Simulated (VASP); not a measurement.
Here is a VASP 6.6.1 calculation.

File INCAR:

```
PREC     = Accurate       # precision mode
ENCUT    = 520            # plane-wave cutoff, eV
EDIFF    = 1E-6           # SCF threshold, eV
ISMEAR   = 0              # smearing method
SIGMA    = 0.05           # smearing width, eV
LREAL    = False          # projectors in reciprocal space
LASPH    = True           # aspherical terms in the spheres
NELM     = 100            # most SCF steps
ALGO     = Normal         # electronic algorithm
ISIF     = 2              # what is computed and relaxed
LWAVE    = False          # write WAVECAR
LCHARG   = False          # write CHGCAR
GGA      = PE             # functional
NBANDS   = 18             # bands
```

File KPOINTS:

```
regular mesh
0
Gamma
  8 8 8
```

POSCAR

```
HfO2
1.0
    0.0000000000      2.5488057606      2.5488057606
    2.5488057606      0.0000000000      2.5488057606
    2.5488057606      2.5488057606      0.0000000000
Hf O
1 2
Direct
    0.0000000000      0.0000000000      0.0000000000
    0.2401914848      0.2598085152      0.2401914848
    0.7401914848      0.7598085152      0.7401914848
```

Potentials or basis: VASP PAW PBE potentials, release 64 (Hf_pv, O).

Command:

```sh
$ cat potpaw_PBE.64/Hf_pv/POTCAR potpaw_PBE.64/O/POTCAR > POTCAR
$ mpirun -np 1 vasp_std > vasp.out
```

(1) Estimate the largest force.

(2) What does it give for the band gap on the k mesh?

(3) Estimate the pressure.

Results:

(1) 0.223 eV/Å.

(2) 3.76 eV, direct.

(3) -3.4 GPa.

Caveat: the cell differs from its parent crystal (all O atoms moved -0.050 Å, as atom 2 along Cartesian [0 1 0]); spin-orbit coupling is left out, which moves the levels of the heavy elements.
